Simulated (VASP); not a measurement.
The system is Rh.

```
Rh
1.0
     2.73098    0.00000    0.00000
    -1.36549    2.36510    0.00000
     0.00000    0.00000    4.42849
Rh
2
Cartesian
  0.0000 1.5767 1.1071
  1.3655 0.7884 3.3214
```

Base run:

```yaml
Program: VASP 6.6.1
Functional: r2SCAN
Potentials_or_basis: VASP PAW PBE potentials, release 64 (Rh_pv)
Cutoff: 520 eV
k_mesh: 11 × 11 × 6
Occupations: fermi-dirac, width 0.05 eV
Spin: no spin polarisation
```

Its results: band gap on the k mesh zero (band 15 reaches 11.70 eV, above the bottom of band 16 at 9.42 eV); pressure -8.7 GPa.

The run is repeated on the same cell with these changes: functional from r2SCAN to PBE. What comes out?

Band gap on the k mesh zero (band 15 reaches 11.85 eV, above the bottom of band 16 at 9.65 eV); pressure -3.4 GPa.

Caveats: the PAW data sets were made with another functional, which shifts forces and pressure a little (some runs).
